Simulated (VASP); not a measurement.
Wanted: the native input for a VASP 6.6.1 run.

| Property | Result |
| --- | --- |
| Task | single point |
| Functional | PBEsol |
| Potentials or basis | VASP PAW PBE potentials, release 64 (Os) |
| Cutoff | 520 eV |
| k mesh | 12 × 12 × 17 |
| Occupations | gaussian, width 0.1 eV |
| Spin | no spin polarisation |
| Dipole correction | no |
| Further INCAR settings | ALGO = Normal; EDIFF = 1e-06; NBANDS = 10; ISYM = 0 |

The structure of Os lies in POSCAR:

```
Os
1.0
    2.8679135369     -0.0000000397     -0.0006273972
   -1.4339568027      2.4836860382      0.0000000000
    1.4335076616      0.8276360343      2.1500207035
Os
1
Direct
    0.0000000000      0.0000000000      0.0000000000
```

These files were run (other wordings do the same):

INCAR

```
PREC     = Accurate       # precision mode
ENCUT    = 520            # plane-wave cutoff, eV
EDIFF    = 1E-6           # SCF threshold, eV
ISMEAR   = 0              # smearing method
SIGMA    = 0.1            # smearing width, eV
LREAL    = False          # projectors in reciprocal space
LASPH    = True           # aspherical terms in the spheres
NELM     = 100            # most SCF steps
ALGO     = Normal         # electronic algorithm
ISIF     = 2              # what is computed and relaxed
LWAVE    = False          # write WAVECAR
LCHARG   = False          # write CHGCAR
GGA      = PS             # functional
NBANDS   = 10             # bands
ISYM     = 0
```

KPOINTS

```
regular mesh
0
Gamma
  12 12 17
```

Potentials or basis: VASP PAW PBE potentials, release 64 (Os).

Run with:

```sh
$ cat potpaw_PBE.64/Os/POTCAR > POTCAR
$ mpirun -np 1 vasp_std > vasp.out
```

It gave:

- Pressure: -29.0 GPa
- Band gap on the k mesh: zero (band 4 reaches 10.07 eV, above the bottom of band 5 at 6.39 eV)

Caveat: the PAW data sets were made with another functional, which shifts forces and pressure a little; spin-orbit coupling is left out, which moves the levels of the heavy elements.

Run time: 64 s on 1 thread of Intel(R) Xeon(R) Platinum 8488C (Sapphire Rapids), with other jobs on the host, peak memory 0.31 GiB.
